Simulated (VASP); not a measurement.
# Pb (Fm-3m) in VASP: a series of runs

Runs on Pb. Level: PBE. Tasks: single point.

All numbers are computed with VASP 6.6.1; they aren't measurements. Logs are shortened: lines on timing, memory, paths and dates and some standing lists are left out, and cuts for length are marked.

### Step 1. The cell of the first run

It takes space group Fm-3m (No. 225, cubic). The conventional cell has a = 4.814 Å, b = 4.814 Å, c = 4.814 Å, α = 90.00°, β = 90.00°, γ = 90.00°. Pb (site symmetry m-3m) has 12 Pb at 3.40 Å within 4.5 Å.

### Step 2. Single point, PBE

INCAR reads:

```
PREC     = Accurate       # precision mode
ENCUT    = 500            # plane-wave cutoff, eV
EDIFF    = 1E-6           # SCF threshold, eV
ISMEAR   = -1             # smearing method
SIGMA    = 0.01           # smearing width, eV
LREAL    = False          # projectors in reciprocal space
LASPH    = True           # aspherical terms in the spheres
NELM     = 120            # most SCF steps
ALGO     = Normal         # electronic algorithm
ISIF     = 2              # what is computed and relaxed
LWAVE    = False          # write WAVECAR
LCHARG   = False          # write CHGCAR
GGA      = PE             # functional
NBANDS   = 13             # bands
GGA_COMPAT= False
```

KPOINTS reads:

```
Automatic mesh
0
Gamma
  10 10 10
```

POSCAR reads:

```
Pb
1.0
    0.0000000000      2.4071767967      2.4071767967
    2.4071767967      0.0000000000      2.4071767967
    2.4071767967      2.4071767967      0.0000000000
Pb
1
Direct
    0.0000000000      0.0000000000      0.0000000000
```

Potentials or basis: VASP PAW PBE potentials, release 64 (Pb_d).

Run with:

```
$ cat potpaw_PBE.64/Pb_d/POTCAR > POTCAR
$ mpirun -np 1 vasp_std > vasp.out
```

OUTCAR:

```text
PREC = Accurate
   ENCUT = 500
   EDIFF = 1E-6
   ISMEAR = -1
   LREAL = False
   LASPH = True
   NELM = 120
   ISIF = 2
   GGA = PE

 ion  position               nearest neighbor table
   1  0.000  0.000  0.000-

  LATTYP: Found a face centered cubic cell.
 ALAT       =     4.8143535934

  Lattice vectors:

 A1 = (   0.0000000000,   2.4071767967,   2.4071767967)
 A2 = (   2.4071767967,   0.0000000000,   2.4071767967)
 A3 = (   2.4071767967,   2.4071767967,   0.0000000000)

Analysis of symmetry for initial positions (statically):
=====================================================================
 Subroutine PRICEL returns:
 Original cell was already a primitive cell.

 Routine SETGRP: Setting up the symmetry group for a
 face centered cubic supercell.

 Subroutine GETGRP returns: Found 48 space group operations
 (whereof 48 operations were pure point group operations)
 out of a pool of 48 trial point group operations.

The static configuration has the point symmetry O_h .

Analysis of symmetry for dynamics (positions and initial velocities):
=====================================================================
 Subroutine PRICEL returns:
 Original cell was already a primitive cell.

 Routine SETGRP: Setting up the symmetry group for a
 face centered cubic supercell.

 Subroutine GETGRP returns: Found 48 space group operations
 (whereof 48 operations were pure point group operations)
 out of a pool of 48 trial point group operations.

The dynamic configuration has the point symmetry O_h .

 Subroutine INISYM returns: Found 48 space group operations
 (whereof 48 operations are pure point group operations),
 and found     1 'primitive' translations

----------------------------------------------------------------------------------------

                                     Primitive cell

  volume of cell :      27.8968

  direct lattice vectors                    reciprocal lattice vectors
     0.000000000  2.407176797  2.407176797    -0.207712205  0.207712205  0.207712205
     2.407176797  0.000000000  2.407176797     0.207712205 -0.207712205  0.207712205
     2.407176797  2.407176797  0.000000000     0.207712205  0.207712205 -0.207712205

  length of vectors
     3.404262073  3.404262073  3.404262073     0.359768092  0.359768092  0.359768092

  position of ions in fractional coordinates (direct lattice)
     0.000000000  0.000000000  0.000000000

  ion indices of the primitive-cell ions
   primitive index   ion index
                 1           1

----------------------------------------------------------------------------------------

 KPOINTS: Automatic mesh

Automatic generation of k-mesh.
 Grid dimensions read from file:
 generate k-points for:   10   10   10

 Generating k-lattice:

  Cartesian coordinates                     Fractional coordinates (reciprocal lattice)
    -0.020771220  0.020771220  0.020771220     0.100000000  0.000000000  0.000000000
     0.020771220 -0.020771220  0.020771220     0.000000000  0.100000000  0.000000000
     0.020771220  0.020771220 -0.020771220     0.000000000  0.000000000  0.100000000

  Length of vectors
     0.035976809  0.035976809  0.035976809

  Shift w.r.t. Gamma in fractional coordinates (k-lattice)
     0.000000000  0.000000000  0.000000000

 Subroutine IBZKPT returns following result:
 ===========================================

 Found     47 irreducible k-points:

 Following reciprocal coordinates:
            Coordinates               Weight
  0.000000  0.000000  0.000000      1.000000
  0.100000  0.000000  0.000000      8.000000
  0.200000  0.000000  0.000000      8.000000
  0.300000  0.000000  0.000000      8.000000
  0.400000  0.000000  0.000000      8.000000
  0.500000  0.000000  0.000000      4.000000
[... 16 lines left out ...]
  0.300000  0.300000  0.000000      6.000000
  0.400000  0.300000  0.000000     24.000000
 [... further k-points ...]
   k-points           NKPTS =     47   k-points in BZ     NKDIM =     47   number of bands    NBANDS=     13
   number of dos      NEDOS =    301   number of ions     NIONS =      1
   total plane-waves  NPLWV =  21952
   dimension x,y,z NGX =    28 NGY =   28 NGZ =   28
   dimension x,y,z NGXF=    56 NGYF=   56 NGZF=   56
   ions per type =               1
   NGX,Y,Z   is equivalent  to a cutoff of  13.67, 13.67, 13.67 a.u.
   NGXF,Y,Z  is equivalent  to a cutoff of  27.35, 27.35, 27.35 a.u.
 SYSTEM =  unknown system
   PREC   = accura    normal or accurate (medium, high low for compatibility)
   ISTART =      0    job   : 0-new  1-cont  2-samecut
   ICHARG =      2    charge: 1-file 2-atom 10-const
   ISPIN  =      1    spin polarized calculation?
   LNONCOLLINEAR =      F non collinear calculations
   LSORBIT =      F    spin-orbit coupling
   LASPH  =      T    aspherical Exc in radial PAW
   ENCUT  =  500.0 eV  36.75 Ry    6.06 a.u.   6.21  6.21  6.21*2*pi/ulx,y,z
   NELM   =    120;   NELMIN=  2; NELMDL= -5     # of ELM steps
   EDIFF  = 0.1E-05   stopping-criterion for ELM
   LREAL  =      F    real-space projection
   EDIFFG = 0.1E-04   stopping-criterion for IOM
   NSW    =      0    number of steps for IOM
   IBRION =     -1    ionic relax: 0-MD 1-quasi-New 2-CG
   NFREE  =      0    steps in history (QN), initial steepest desc. (CG)
   ISIF   =      2    stress and relaxation
   ISYM   =      2    0-nonsym 1-usesym 2-fastsym
   POTIM  = 0.5000    time-step for ionic-motion
   TEBEG  =    0.0;   TEEND  =   0.0 temperature during run
   PSTRESS=    0.0 pullay stress
   NELECT =      14.0000    total number of electrons
   NUPDOWN=      -1.0000    fix difference up-down
   EMIN   =  10.00;   EMAX   =-10.00  energy-range for DOS
   EFERMI =   0.00;   METHOD = LEGACY
   ISMEAR =    -1;   SIGMA  =   0.01  broadening in eV -4-tet -1-fermi 0-gaus
   EFERMI_NEDOS =   21; number of points for ismear=-14 and -15
   IALGO  =     38    algorithm
   IMIX   =      4    mixing-type and parameters
     AMIX     =   0.40;   BMIX     =  1.00
     AMIX_MAG =   1.60;   BMIX_MAG =  1.00
  volume/ion in A,a.u.               =      27.90       188.26
  Fermi-wavevector in a.u.,A,eV,Ry     =   1.300967  2.458471 23.028057  1.692514
  Thomas-Fermi vector in A             =   2.432131
   LORBIT       =      0    0 simple, 1 ext, 2 COOP (PROOUT), +10 PAW based schemes
   GGA     = PE    functional components
   LHFCALC =     F    Hartree Fock is set to
   AEXX    =    0.0000 exact exchange contribution
   IVDW    =     0    specifies the selected vdW correction
   LEPSILON=     F    determine dielectric tensor
   LRPA    =     F    only Hartree local field effects (RPA)
 non-spin polarized calculation
  energy-cutoff  :      500.00
  volume of cell :       27.90
 maximum number of plane-waves:       725
 NGX is ok and might be reduce to    28
   NGX = 13   NGY = 13   NGZ = 13

 number of electron      14.0000002 magnetization

 Free energy of the ion-electron system (eV)
  ---------------------------------------------------
  ext. energy  EPLUGINS =         0.00000000
  ---------------------------------------------------
  free energy    TOTEN  =        -3.48098598 eV

  energy without entropy =       -3.48032139  energy(sigma->0) =       -3.48065369

 E-fermi :   8.3337     XC(G=0): -10.5930

 val. band max:        7.9762011870   @ k =   0.4000   0.2000   0.1000
 cond. band min:       8.3345032377   @ k =  -0.3000   0.3000   0.1000
 fundamental gap:      0.3583020507
 Fermi energy:         8.3336694216

 k-point     1 :       0.0000    0.0000    0.0000
  band No.  band energies     occupation
      1      -8.8951      2.00000
      2      -8.8951      2.00000
      3      -8.8951      2.00000
      4      -8.7149      2.00000
      5      -8.7149      2.00000
      6      -4.0960      2.00000
      7      16.3481      0.00000
      8      16.3481      0.00000
      9      16.3481      0.00000
     10      18.0562      0.00000
     11      20.6700      0.00000
     12      21.3805      0.00000
     13      21.3805      0.00000

 k-point     2 :       0.1000    0.0000    0.0000
  band No.  band energies     occupation
      1      -8.8965      2.00000
      2      -8.8777      2.00000
      3      -8.8777      2.00000
      4      -8.7157      2.00000
      5      -8.7157      2.00000
      6      -3.8860      2.00000
      7      14.1541      0.00000
      8      16.0952      0.00000
      9      16.0952      0.00000
     10      17.8270      0.00000
     11      21.3091      0.00000
     12      21.8298      0.00000
     13      21.8298      0.00000

 k-point     3 :       0.2000    0.0000    0.0000
  band No.  band energies     occupation
      1      -8.9047      2.00000
      2      -8.8513      2.00000
      3      -8.8513      2.00000
      4      -8.6978      2.00000
      5      -8.6978      2.00000
      6      -3.2524      2.00000
      7      10.7808      0.00000
      8      15.5250      0.00000
      9      15.5250      0.00000
     10      17.6209      0.00000
     11      20.8168      0.00000
     12      21.6398      0.00000
     13      21.6398      0.00000
[... 305 lines left out ...]
 k-point    23 :       0.3000    0.3000    0.0000
  band No.  band energies     occupation
      1      -9.0358      2.00000
      2      -8.8913      2.00000
      3      -8.6446      2.00000
      4      -8.6446      2.00000
      5      -8.6129      2.00000
      6      -1.5837      2.00000
      7       9.4622      0.00000
      8      11.7807      0.00000
      9      11.7807      0.00000
     10      15.2294      0.00000
     11      15.7526      0.00000
     12      26.3150      0.00000
     13      26.3230      0.00000

 k-point    24 :       0.4000    0.3000    0.0000
  band No.  band energies     occupation
      1      -9.0439      2.00000
      2      -8.9209      2.00000
      3      -8.6412      2.00000
      4      -8.6066      2.00000
      5      -8.5544      2.00000
      6      -0.5862      2.00000
      7       7.6735      2.00000
      8      10.4063      0.00000
      9      11.3413      0.00000
     10      14.9915      0.00000
     11      16.5900      0.00000
     12      25.6405      0.00000
     13      25.8706      0.00000

 [... further k-points ...]

------------------------ aborting loop because EDIFF is reached ----------------------------------------

  FORCE on cell =-STRESS in cart. coord.  units (eV):
  Direction    XX          YY          ZZ          XY          YZ          ZX
  --------------------------------------------------------------------------------------
  -------------------------------------------------------------------------------------
  Total        1.2651122      1.2651122      1.2651122      0.0000000     -0.0000000      0.0000000
  in kB       72.6583725     72.6583725     72.6583725      0.0000000     -0.0000000      0.0000000
  external PRESSURE =      72.6583725 kB  Pullay stress =       0.0000000 kB

 VOLUME and BASIS-vectors are now :
 -----------------------------------------------------------------------------
  energy-cutoff  :      500.00
  volume of cell :       27.90
      direct lattice vectors                 reciprocal lattice vectors
     0.000000000  2.407176797  2.407176797    -0.207712205  0.207712205  0.207712205
     2.407176797  0.000000000  2.407176797     0.207712205 -0.207712205  0.207712205
     2.407176797  2.407176797  0.000000000     0.207712205  0.207712205 -0.207712205

 POSITION                                       TOTAL-FORCE (eV/Angst)
 -----------------------------------------------------------------------------------
      0.00000      0.00000      0.00000         0.000000      0.000000      0.000000
 -----------------------------------------------------------------------------------
    total drift:                               -0.000000     -0.000000     -0.000000

  FREE ENERGIE OF THE ION-ELECTRON SYSTEM (eV)
  ---------------------------------------------------
  free  energy   TOTEN  =        -3.4809859818 eV

  energy  without entropy=       -3.4803213941  energy(sigma->0) =       -3.48065369
```

Run time: 22 s. Hardware: 1 thread of AMD EPYC 7R43 (Zen 3), shared host; peak memory 0.12 GiB.

Results:

```
Free energy            : -3.4810 eV
Pressure               : 7.3 GPa
Band gap on the k mesh : zero (bands 7 and 8 overlap by 9.86 eV)
```

Levels at points of the mesh, in eV from the Fermi level:
```csv
k point,band 5,band 6,band 7,band 8,band 9,band 10
"(0.00, 0.00, 0.00)",-17.05,-12.43,8.01,8.01,8.01,9.72
"(0.50, 0.00, 0.00)",-16.88,-8.29,-4.71,5.98,5.98,9.20
"(0.50, 0.50, 0.00)",-16.84,-6.67,-3.69,2.06,2.06,5.57
```

Caveat: the cell stands under pressure; spin-orbit coupling is left out, which moves the levels of the heavy elements.

(Continued in part 2 of 2.)

The gap in the log of VASP goes by the Fermi energy; the results here count the filled bands.